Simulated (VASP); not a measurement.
AlAs (m):

```
Al As
1.0
     0.00000    2.83790    2.83790
     2.83790    0.00000    2.83790
     2.83790    2.83790    0.00000
Al As
1 1
Direct
  0.00000 0.00000 0.00000
  0.25000 0.25000 0.25000
```

```yaml
Program: VASP 6.6.1
Task: relaxation of cell and atoms
Functional: PBE
Potentials_or_basis: VASP PAW PBE potentials, release 64 (Al, As)
Cutoff: 500 eV
k_mesh: 8 × 8 × 8
Occupations: gaussian, width 0.02 eV
Spin: no spin polarisation
```

At the start: pressure 2.1 GPa; volume 22.86 Å³/atom.

Task: Where does the relaxation end?

Result: Over 3 steps the energy falls by 4.5 meV/atom and the volume is 23.55 Å³/atom (+3.0 %); space group F-43m (No. 216, to 0.05 Å).

Step by step:
| step | energy change (eV) | largest force (eV/Å) | pressure (GPa) | volume (Å³) |
| --- | --- | --- | --- | --- |
| 1 | 0.0000 | 0.0000 | 2.15 | 45.71 |
| 2 | -0.0071 | 0.0000 | -0.92 | 47.77 |
| 3 | -0.0091 | 0.0000 | 0.01 | 47.10 |

Final structure:
```
Al As
1.0
     0.00000    2.86630    2.86630
     2.86630    0.00000    2.86630
     2.86630    2.86630    0.00000
Al As
1 1
Direct
  0.00000 0.00000 0.00000
  0.25000 0.25000 0.25000
```
